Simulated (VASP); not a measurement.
# Se (Fd-3m) in VASP: a series of runs

Se is run at these levels: PBEsol+D3(BJ); tasks: single point, relaxation of cell and atoms.

All numbers are computed with VASP 6.6.1; they aren't measurements. Logs are shortened: lines on timing, memory, paths and dates and some standing lists are left out, and cuts for length are marked.

### Step 1. The cell of the first run

Symmetry: Fd-3m, No. 227, cubic system. Conventional cell: a = 6.182 Å, b = 6.182 Å, c = 6.182 Å, α = 90.00°, β = 90.00°, γ = 90.00°. Within 3.5 Å of Se (site symmetry -43m) lie 4 Se at 2.68 Å.

### Step 2. Single point, PBEsol+D3(BJ)

Contents of INCAR:

```
SYSTEM = Se
PREC = Accurate
ENCUT = 520
EDIFF = 1E-6
ISMEAR = -1
SIGMA = 0.1
LREAL = .FALSE.
LASPH = .TRUE.
NELM = 80
ALGO = Normal
ISIF = 2
LWAVE = .FALSE.
LCHARG = .FALSE.
GGA = PS
IVDW = 12
NBANDS = 13
```

Contents of KPOINTS:

```
Automatic mesh
0
G
  4 4 4
  0 0 0
```

Contents of POSCAR:

```
Se
1.0
    0.0000000000      3.0911521213      3.0911521213
    3.0911521213      0.0000000000      3.0911521213
    3.0911521213      3.0911521213      0.0000000000
Se
2
Direct
    0.5000000000      0.5000000000      0.5000000000
    0.7500000000      0.7500000000      0.7500000000
```

Potentials or basis: VASP PAW PBE potentials, release 64 (Se).

Launch:

```
$ cat potpaw_PBE.64/Se/POTCAR > POTCAR
$ mpirun -np 1 vasp_std > vasp.out
```

OUTCAR:

```text
SYSTEM = Se
   PREC = Accurate
   ENCUT = 520
   EDIFF = 1E-6
   ISMEAR = -1
   LREAL = .FALSE.
   LASPH = .TRUE.
   NELM = 80
   ISIF = 2
   GGA = PS
   IVDW = 12
 IVDW          = 12

 ion  position               nearest neighbor table
   1  0.500  0.500  0.500-   2 2.68   2 2.68   2 2.68   2 2.68
   2  0.750  0.750  0.750-   1 2.68   1 2.68   1 2.68   1 2.68

  LATTYP: Found a face centered cubic cell.
 ALAT       =     6.1823042426

  Lattice vectors:

 A1 = (   0.0000000000,   3.0911521213,   3.0911521213)
 A2 = (   3.0911521213,   0.0000000000,   3.0911521213)
 A3 = (   3.0911521213,   3.0911521213,   0.0000000000)

Analysis of symmetry for initial positions (statically):
=====================================================================
 Subroutine PRICEL returns:
 Original cell was already a primitive cell.

 Routine SETGRP: Setting up the symmetry group for a
 face centered cubic supercell.

 Subroutine GETGRP returns: Found 48 space group operations
 (whereof 24 operations were pure point group operations)
 out of a pool of 48 trial point group operations.

The static configuration has the point symmetry T_d .
 The point group associated with its full space group is O_h .

Analysis of symmetry for dynamics (positions and initial velocities):
=====================================================================
 Subroutine PRICEL returns:
 Original cell was already a primitive cell.

 Routine SETGRP: Setting up the symmetry group for a
 face centered cubic supercell.

 Subroutine GETGRP returns: Found 48 space group operations
 (whereof 24 operations were pure point group operations)
 out of a pool of 48 trial point group operations.

The dynamic configuration has the point symmetry T_d .
 The point group associated with its full space group is O_h .

 Subroutine INISYM returns: Found 48 space group operations
 (whereof 24 operations are pure point group operations),
 and found     1 'primitive' translations

----------------------------------------------------------------------------------------

                                     Primitive cell

  volume of cell :      59.0733

  direct lattice vectors                    reciprocal lattice vectors
     0.000000000  3.091152121  3.091152121    -0.161751988  0.161751988  0.161751988
     3.091152121  0.000000000  3.091152121     0.161751988 -0.161751988  0.161751988
     3.091152121  3.091152121  0.000000000     0.161751988  0.161751988 -0.161751988

  length of vectors
     4.371549253  4.371549253  4.371549253     0.280162661  0.280162661  0.280162661

  position of ions in fractional coordinates (direct lattice)
     0.500000000  0.500000000  0.500000000
     0.750000000  0.750000000  0.750000000

  ion indices of the primitive-cell ions
   primitive index   ion index
                 1           1
                 2           2

----------------------------------------------------------------------------------------

 KPOINTS: Automatic mesh

Automatic generation of k-mesh.
 Grid dimensions read from file:
 generate k-points for:    4    4    4

 Generating k-lattice:

  Cartesian coordinates                     Fractional coordinates (reciprocal lattice)
    -0.040437997  0.040437997  0.040437997     0.250000000  0.000000000  0.000000000
     0.040437997 -0.040437997  0.040437997     0.000000000  0.250000000  0.000000000
     0.040437997  0.040437997 -0.040437997     0.000000000  0.000000000  0.250000000

  Length of vectors
     0.070040665  0.070040665  0.070040665

  Shift w.r.t. Gamma in fractional coordinates (k-lattice)
     0.000000000  0.000000000  0.000000000

 Subroutine IBZKPT returns following result:
 ===========================================

 Found      8 irreducible k-points:

 Following reciprocal coordinates:
            Coordinates               Weight
  0.000000  0.000000  0.000000      1.000000
  0.250000  0.000000  0.000000      8.000000
  0.500000  0.000000  0.000000      4.000000
  0.250000  0.250000  0.000000      6.000000
  0.500000  0.250000  0.000000     24.000000
 -0.250000  0.250000  0.000000     12.000000
  0.500000  0.500000  0.000000      3.000000
 -0.250000  0.500000  0.250000      6.000000
   k-points           NKPTS =      8   k-points in BZ     NKDIM =      8   number of bands    NBANDS=     13
   number of dos      NEDOS =    301   number of ions     NIONS =      2
   total plane-waves  NPLWV =  46656
   dimension x,y,z NGX =    36 NGY =   36 NGZ =   36
   dimension x,y,z NGXF=    72 NGYF=   72 NGZF=   72
   ions per type =               2
   NGX,Y,Z   is equivalent  to a cutoff of  13.69, 13.69, 13.69 a.u.
   NGXF,Y,Z  is equivalent  to a cutoff of  27.38, 27.38, 27.38 a.u.
 SYSTEM =  Se
   PREC   = accura    normal or accurate (medium, high low for compatibility)
   ISTART =      0    job   : 0-new  1-cont  2-samecut
   ICHARG =      2    charge: 1-file 2-atom 10-const
   ISPIN  =      1    spin polarized calculation?
   LNONCOLLINEAR =      F non collinear calculations
   LSORBIT =      F    spin-orbit coupling
   LASPH  =      T    aspherical Exc in radial PAW
   ENCUT  =  520.0 eV  38.22 Ry    6.18 a.u.   8.13  8.13  8.13*2*pi/ulx,y,z
   NELM   =     80;   NELMIN=  2; NELMDL= -5     # of ELM steps
   EDIFF  = 0.1E-05   stopping-criterion for ELM
   LREAL  =      F    real-space projection
   EDIFFG = 0.1E-04   stopping-criterion for IOM
   NSW    =      0    number of steps for IOM
   IBRION =     -1    ionic relax: 0-MD 1-quasi-New 2-CG
   NFREE  =      0    steps in history (QN), initial steepest desc. (CG)
   ISIF   =      2    stress and relaxation
   ISYM   =      2    0-nonsym 1-usesym 2-fastsym
   POTIM  = 0.5000    time-step for ionic-motion
   TEBEG  =    0.0;   TEEND  =   0.0 temperature during run
   PSTRESS=    0.0 pullay stress
   NELECT =      12.0000    total number of electrons
   NUPDOWN=      -1.0000    fix difference up-down
   EMIN   =  10.00;   EMAX   =-10.00  energy-range for DOS
   EFERMI =   0.00;   METHOD = LEGACY
   ISMEAR =    -1;   SIGMA  =   0.10  broadening in eV -4-tet -1-fermi 0-gaus
   EFERMI_NEDOS =   21; number of points for ismear=-14 and -15
   IALGO  =     38    algorithm
   IMIX   =      4    mixing-type and parameters
     AMIX     =   0.40;   BMIX     =  1.00
     AMIX_MAG =   1.60;   BMIX_MAG =  1.00
  volume/ion in A,a.u.               =      29.54       199.32
  Fermi-wavevector in a.u.,A,eV,Ry     =   0.962361  1.818599 12.600893  0.926139
  Thomas-Fermi vector in A             =   2.091814
   LORBIT       =      0    0 simple, 1 ext, 2 COOP (PROOUT), +10 PAW based schemes
   GGA     = PS    functional components
   LHFCALC =     F    Hartree Fock is set to
   AEXX    =    0.0000 exact exchange contribution
   IVDW    =    12    specifies the selected vdW correction
   LEPSILON=     F    determine dielectric tensor
   LRPA    =     F    only Hartree local field effects (RPA)
 non-spin polarized calculation
  energy-cutoff  :      520.00
  volume of cell :       59.07
 maximum number of plane-waves:      1639
 NGX is ok and might be reduce to    36
   NGX = 17   NGY = 17   NGZ = 17

 number of electron      12.0000001 magnetization

 Free energy of the ion-electron system (eV)
  ---------------------------------------------------
  ext. energy  EPLUGINS =         0.00000000
  ---------------------------------------------------
  free energy    TOTEN  =        -6.58787770 eV

  energy without entropy =       -6.52339223  energy(sigma->0) =       -6.55563496

 E-fermi :   2.5757     XC(G=0):  -8.6356

 val. band max:        2.3554355537   @ k =   0.2500   0.0000   0.0000
 cond. band min:       2.6021096277   @ k =  -0.2500   0.2500   0.0000
 fundamental gap:      0.2466740740
 Fermi energy:         2.5757204690

 k-point     1 :       0.0000    0.0000    0.0000
  band No.  band energies     occupation
      1     -13.1907      2.00000
      2      -7.4969      2.00000
      3      -1.1031      2.00000
      4      -1.1031      2.00000
      5      -1.1031      2.00000
      6       1.6827      1.99974
      7       1.6827      1.99974
      8       1.6827      1.99974
      9       6.7243      0.00000
     10      10.0723      0.00000
     11      10.0723      0.00000
     12      12.0084      0.00000
     13      12.0084      0.00000

 k-point     2 :       0.2500    0.0000    0.0000
  band No.  band energies     occupation
      1     -12.7678      2.00000
      2      -8.5174      2.00000
      3      -1.5416      2.00000
      4      -1.5416      2.00000
      5      -1.4080      2.00000
      6       2.3554      1.80101
      7       2.3554      1.80101
      8       2.7122      0.40680
      9       8.2593      0.00000
     10       9.4088      0.00000
     11       9.4088      0.00000
     12      11.1818      0.00000
     13      14.5015      0.00000

 k-point     3 :       0.5000    0.0000    0.0000
  band No.  band energies     occupation
      1     -12.1167      2.00000
      2      -9.6609      2.00000
      3      -1.8578      2.00000
      4      -1.8578      2.00000
      5      -1.7903      2.00000
      6       2.8227      0.15599
      7       2.8227      0.15599
      8       4.4816      0.00000
      9       9.2435      0.00000
     10       9.3089      0.00000
     11      10.4864      0.00000
     12      10.4864      0.00000
     13      12.2494      0.00000
[... 49 lines left out ...]
 k-point     7 :       0.5000    0.5000    0.0000
  band No.  band energies     occupation
      1     -10.9819      2.00000
      2     -10.9819      2.00000
      3      -2.6939      2.00000
      4      -2.6939      2.00000
      5       0.4674      2.00000
      6       0.4674      2.00000
      7       4.9347      0.00000
      8       4.9347      0.00000
      9       8.6960      0.00000
     10       8.6960      0.00000
     11      12.3060      0.00000
     12      12.3060      0.00000
     13      13.7133      0.00000

 k-point     8 :      -0.2500    0.5000    0.2500
  band No.  band energies     occupation
      1     -10.9756      2.00000
      2     -10.9756      2.00000
      3      -2.9569      2.00000
      4      -2.9569      2.00000
      5       1.3937      1.99999
      6       1.3937      1.99999
      7       4.0570      0.00000
      8       4.0570      0.00000
      9       8.4296      0.00000
     10       8.4296      0.00000
     11      11.9803      0.00000
     12      11.9803      0.00000
     13      15.6957      0.00000

------------------------ aborting loop because EDIFF is reached ----------------------------------------

 Edisp (eV)   -0.51561

 E8    (eV) :    -0.3277

  FORCE on cell =-STRESS in cart. coord.  units (eV):
  Direction    XX          YY          ZZ          XY          YZ          ZX
  --------------------------------------------------------------------------------------
  -------------------------------------------------------------------------------------
  Total       0.01795     0.01795     0.01795     0.00000     0.00000     0.00000
  in kB       0.48681     0.48681     0.48681     0.00000     0.00000     0.00000
  external pressure =        0.49 kB  Pullay stress =        0.00 kB

 VOLUME and BASIS-vectors are now :
 -----------------------------------------------------------------------------
  energy-cutoff  :      520.00
  volume of cell :       59.07
      direct lattice vectors                 reciprocal lattice vectors
     0.000000000  3.091152121  3.091152121    -0.161751988  0.161751988  0.161751988
     3.091152121  0.000000000  3.091152121     0.161751988 -0.161751988  0.161751988
     3.091152121  3.091152121  0.000000000     0.161751988  0.161751988 -0.161751988

 POSITION                                       TOTAL-FORCE (eV/Angst)
 -----------------------------------------------------------------------------------
      3.09115      3.09115      3.09115         0.000000     -0.000000      0.000000
      4.63673      4.63673      4.63673        -0.000000      0.000000     -0.000000
 -----------------------------------------------------------------------------------
    total drift:                                0.000000      0.000000      0.000000

  FREE ENERGIE OF THE ION-ELECTRON SYSTEM (eV)
  ---------------------------------------------------
  free  energy   TOTEN  =        -7.1034869575 eV

  energy  without entropy=       -7.0390014910  energy(sigma->0) =       -7.07124422
```

Wall time 7.6 s (1 thread of AMD EPYC 7R43 (Zen 3), shared host); peak memory 0.16 GiB.

What came out:

- Free energy: -7.1035 eV
- Pressure: 0.0 GPa
- Band gap on the k mesh: zero (band 6 reaches 2.82 eV, above the bottom of band 7 at 1.68 eV)
- Dispersion energy per atom: -0.258 eV

Caveat: the k points lie up to 0.44 Å⁻¹ apart; the PAW data sets were made with another functional, which shifts forces and pressure a little; pairwise dispersion overbinds metals, which lowers pressure and volume.

### Step 3. Relaxation of cell and atoms, PBEsol+D3(BJ)

This run uses another cell than the first one, of 30.53 Å³/atom, 1.034 times its volume.

Contents of INCAR:

```
SYSTEM = Se
ALGO = Normal
EDIFF = 1E-6
EDIFFG = -0.01
ENCUT = 600
GGA = PS
IBRION = 2
ISIF = 3
ISMEAR = -1
IVDW = 12
LASPH = .TRUE.
LCHARG = .FALSE.
LREAL = .FALSE.
LWAVE = .FALSE.
NELM = 100
NSW = 100
PREC = Accurate
SIGMA = 0.1
```

Contents of KPOINTS:

```
k-points
0
G
  4 4 4
  0 0 0
```

Contents of POSCAR:

```
Se
1.0
    0.0000000000      3.1255670000      3.1255670000
    3.1255670000      0.0000000000      3.1255670000
    3.1255670000      3.1255670000      0.0000000000
Se
2
Direct
    0.5000000000      0.5000000000      0.5000000000
    0.7500000000      0.7500000000      0.7500000000
```

Potentials or basis: VASP PAW PBE potentials, release 64 (Se).

Launch:

```
$ cat potpaw_PBE.64/Se/POTCAR > POTCAR
$ mpirun -np 1 vasp_std > vasp.out
```

OUTCAR:

```text
SYSTEM = Se
   EDIFF = 1E-6
   EDIFFG = -0.01
   ENCUT = 600
   GGA = PS
   IBRION = 2
   ISIF = 3
   ISMEAR = -1
   IVDW = 12
   LASPH = .TRUE.
   LREAL = .FALSE.
   NELM = 100
   NSW = 100
   PREC = Accurate
 IVDW          = 12

 ion  position               nearest neighbor table
   1  0.500  0.500  0.500-   2 2.71   2 2.71   2 2.71   2 2.71
   2  0.750  0.750  0.750-   1 2.71   1 2.71   1 2.71   1 2.71

  LATTYP: Found a face centered cubic cell.
 ALAT       =     6.2511340000

  Lattice vectors:

 A1 = (   0.0000000000,   3.1255670000,   3.1255670000)
 A2 = (   3.1255670000,   0.0000000000,   3.1255670000)
 A3 = (   3.1255670000,   3.1255670000,   0.0000000000)

Analysis of symmetry for initial positions (statically):
=====================================================================
 Subroutine PRICEL returns:
 Original cell was already a primitive cell.

 Routine SETGRP: Setting up the symmetry group for a
 face centered cubic supercell.

 Subroutine GETGRP returns: Found 48 space group operations
 (whereof 24 operations were pure point group operations)
 out of a pool of 48 trial point group operations.

The static configuration has the point symmetry T_d .
 The point group associated with its full space group is O_h .

Analysis of symmetry for dynamics (positions and initial velocities):
=====================================================================
 Subroutine PRICEL returns:
 Original cell was already a primitive cell.

[... 121 lines left out ...]
   LRPA    =     F    only Hartree local field effects (RPA)
 conjugate gradient relaxation of ions
 non-spin polarized calculation
  energy-cutoff  :      600.00
  volume of cell :       61.07
 maximum number of plane-waves:      2085
   NGX = 17   NGY = 17   NGZ = 17

--------------------------------------- Ionic step        1  -------------------------------------------

 number of electron      12.0000001 magnetization

 Free energy of the ion-electron system (eV)
  ---------------------------------------------------
  ext. energy  EPLUGINS =         0.00000000
  ---------------------------------------------------
  free energy    TOTEN  =        -6.59641369 eV

  energy without entropy =       -6.52858559  energy(sigma->0) =       -6.56249964

------------------------ aborting loop because EDIFF is reached ----------------------------------------

 Edisp (eV)   -0.49840

 E8    (eV) :    -0.3168
[... 71 lines left out ...]
--------------------------------------- Ionic step        3  -------------------------------------------

 number of electron      12.0000001 magnetization

 Free energy of the ion-electron system (eV)
  ---------------------------------------------------
  ext. energy  EPLUGINS =         0.00000000
  ---------------------------------------------------
  free energy    TOTEN  =        -6.58850788 eV

  energy without entropy =       -6.52393164  energy(sigma->0) =       -6.55621976

 E-fermi :   2.5671     XC(G=0):  -8.6313

 val. band max:        2.3477929868   @ k =   0.2500   0.0000   0.0000
 cond. band min:       2.5929487840   @ k =  -0.2500   0.2500   0.0000
 fundamental gap:      0.2451557972
 Fermi energy:         2.5670997906

 k-point     1 :       0.0000    0.0000    0.0000
  band No.  band energies     occupation
      1     -13.1922      2.00000
      2      -7.5080      2.00000
      3      -1.1079      2.00000
      4      -1.1079      2.00000
      5      -1.1079      2.00000
      6       1.6759      1.99973
      7       1.6759      1.99973
      8       1.6759      1.99973
      9       6.7164      0.00000
     10      10.0647      0.00000
[... 122 lines left out ...]
  FREE ENERGIE OF THE ION-ELECTRON SYSTEM (eV)
  ---------------------------------------------------
  free  energy   TOTEN  =        -7.1036233761 eV

  energy  without entropy=       -7.0390471367  energy(sigma->0) =       -7.07133526

 reached required accuracy - stopping structural energy minimisation
```

OSZICAR:

```text
N       E                     dE             d eps       ncg     rms          rms(c)
DAV:   1     0.599209206354E+02    0.59921E+02   -0.53746E+03   160   0.110E+03
DAV:   2    -0.292101804440E+01   -0.62842E+02   -0.60387E+02   226   0.149E+02
DAV:   3    -0.655715137312E+01   -0.36361E+01   -0.36007E+01   186   0.454E+01
[... 17 lines left out ...]
DAV:   1    -0.659010983052E+01   -0.55817E-02   -0.36048E-02   168   0.127E+00    0.187E-01
DAV:   2    -0.658890315990E+01    0.12067E-02   -0.12677E-03   160   0.252E-01    0.997E-02
DAV:   3    -0.658850549587E+01    0.39766E-03   -0.12016E-03   168   0.212E-01    0.289E-02
DAV:   4    -0.658850761672E+01   -0.21209E-05   -0.13474E-05   162   0.297E-02    0.108E-02
DAV:   5    -0.658850787659E+01   -0.25988E-06   -0.20446E-06   152   0.101E-02
   3 F= -.71036234E+01 E0= -.70713353E+01  d E =-.880643E-02
```

CONTCAR:

```text
Se
   1.00000000000000
     0.0000000000000000    3.0921222059669011    3.0921222059669011
     3.0921222059669011    0.0000000000000000    3.0921222059669011
     3.0921222059669011    3.0921222059669011   -0.0000000000000000
  Se
     2
Direct
     0.5000000000000000    0.5000000000000000    0.5000000000000000
     0.7500000000000000    0.7500000000000000    0.7500000000000000

  0.00000000E+00  0.00000000E+00  0.00000000E+00
  0.00000000E+00  0.00000000E+00  0.00000000E+00
```

It took 15 s on 1 thread of AMD EPYC 7R43 (Zen 3), shared host; peak memory 0.18 GiB.

What came out:

- Free energy: -7.1036 eV
- Relaxed volume: 29.56 Å³/atom
- Relaxed cell: a = 4.373 Å, b = 4.373 Å, c = 4.373 Å, α = 60.00°, β = 60.00°, γ = 60.00°
- Space group after relaxing (to 0.05 Å): Fd-3m (No. 227)
- Energy gained by relaxing: 4.4 meV/atom
- Ionic steps: 3
- Pressure after relaxing: 0.0 GPa
- Band gap on the k mesh: zero (band 6 reaches 2.81 eV, above the bottom of band 7 at 1.68 eV)
- Dispersion energy per atom: -0.258 eV

The path:
```csv
step,energy change (eV),largest force (eV/Å),pressure (GPa),volume (Å³)
1,0.0000,0.0000,-1.41,61.07
2,-0.0084,0.0000,0.33,58.73
3,-0.0088,0.0000,-0.01,59.13
```

Final structure:
```yaml
crystal:
  lattice:
    - [0.00000, 3.09212, 3.09212]
    - [3.09212, 0.00000, 3.09212]
    - [3.09212, 3.09212, 0.00000]
  atoms:
    - { symbol: Se, position: [0.50000, 0.50000, 0.50000] }
    - { symbol: Se, position: [0.75000, 0.75000, 0.75000] }
```

Levels at points of the mesh, in eV from the Fermi level:
```
           k point  band 2  band 3  band 4  band 5  band 6  band 7  band 8  band 9  band 10
(0.00, 0.00, 0.00)  -10.08   -3.67   -3.67   -3.67   -0.89   -0.89   -0.89    4.15     7.50
(0.50, 0.00, 0.00)  -12.23   -4.43   -4.43   -4.36    0.25    0.25    1.90    6.67     6.73
(0.50, 0.50, 0.00)  -13.55   -5.26   -5.26   -2.11   -2.11    2.36    2.36    6.12     6.12
```

Caveat: the k points lie up to 0.44 Å⁻¹ apart in the final cell; the PAW data sets were made with another functional, which shifts forces and pressure a little; pairwise dispersion overbinds metals, which lowers pressure and volume.
